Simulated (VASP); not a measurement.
Wanted: the native input for a VASP 6.6.1 run.

```
Task                   : single point
Functional             : PBE
Potentials or basis    : VASP PAW PBE potentials, release 64 (Te)
Cutoff                 : 520 eV
k mesh                 : 12 × 12 × 6
Occupations            : gaussian, width 0.01 eV
Spin                   : no spin polarisation
Dipole correction      : no
Further INCAR settings : ALGO = Normal; EDIFF = 1e-07; NBANDS = 16
```

The structure of Te lies in POSCAR:

```
Te
1.0
    4.5226078920      0.0000000000      0.0000000000
   -2.2613039460      3.9166933258      0.0000000000
    0.0000000000      0.0000000000      5.9554693894
Te
3
Direct
    0.7321941315      0.0000000000      0.3333333333
    0.0000000000      0.7321941315      0.6666666667
    0.2678058685      0.2678058685      0.0000000000
```

The input as run:

INCAR

```
ALGO = Normal
EDIFF = 1E-7
ENCUT = 520
GGA = PE
ISIF = 2
ISMEAR = 0
LASPH = True
LCHARG = False
LREAL = False
LWAVE = False
NBANDS = 16
NELM = 80
PREC = Accurate
SIGMA = 0.01
```

KPOINTS

```
k-points
0
Gamma
  12 12 6
```

Potentials or basis: VASP PAW PBE potentials, release 64 (Te).

Run with:

```console
$ cat potpaw_PBE.64/Te/POTCAR > POTCAR
$ mpirun -np 1 vasp_std > vasp.out
```

Results of the run:

The pressure is 0.0 GPa. The largest force is 0.012 eV/Å and the band gap on the k mesh is 0.22 eV.

Caveat: spin-orbit coupling is left out, which moves the levels of the heavy elements.

Run time: 77 s on 1 thread of Intel(R) Xeon(R) 6975P-C (Granite Rapids) (shared host), peak memory 0.31 GiB.
